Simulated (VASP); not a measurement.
Wanted: the native input for a VASP 6.6.1 run.

```yaml
Task: single point
Functional: PBE
Potentials_or_basis: VASP PAW PBE potentials, release 64 (Ta_pv, In_d)
Cutoff: 520 eV
k_mesh: 12 × 12 × 16
Occupations: gaussian, width 0.1 eV
Spin: no spin polarisation
Dipole_correction: no
Further_INCAR_settings: ALGO = Fast; EDIFF = 1e-07; NBANDS = 26
```

The structure of TaIn2 lies in POSCAR:

```
TaIn2
1.0
    5.0181576855      0.0000000000      0.0000000000
   -2.5090788427      4.3458520359      0.0000000000
    0.0000000000      0.0000000000      2.8813930417
Ta In
1 2
Direct
    0.0000000000      0.0000000000      0.0000000000
    0.3333333333      0.6666666667      0.5000000000
    0.6666666667      0.3333333333      0.5000000000
```

These files were run (other wordings do the same):

INCAR

```
SYSTEM = TaIn2
PREC = Accurate
ENCUT = 520
EDIFF = 1E-7
ISMEAR = 0
SIGMA = 0.1
LREAL = .FALSE.
LASPH = .TRUE.
NELM = 60
ALGO = Fast
ISIF = 2
LWAVE = .FALSE.
LCHARG = .TRUE.
GGA = PE
LELF = .TRUE.
LVHAR = .TRUE.
NBANDS = 26
```

KPOINTS

```
regular mesh
0
G
  12 12 16
  0 0 0
```

Potentials or basis: VASP PAW PBE potentials, release 64 (Ta_pv, In_d).

Launch:

```sh
$ cat potpaw_PBE.64/Ta_pv/POTCAR potpaw_PBE.64/In_d/POTCAR > POTCAR
$ mpirun -np 1 vasp_std > vasp.out
```

Results of the run:

```
Pressure               : 0.0 GPa
Band gap on the k mesh : zero (an odd number of electrons rules out a gap without spin polarisation)
```

Caveat: spin-orbit coupling is left out, which moves the levels of the heavy elements.

It took 5.1 min on 1 thread of Intel(R) Xeon(R) Platinum 8488C (Sapphire Rapids), on a shared host, peak memory 0.38 GiB.
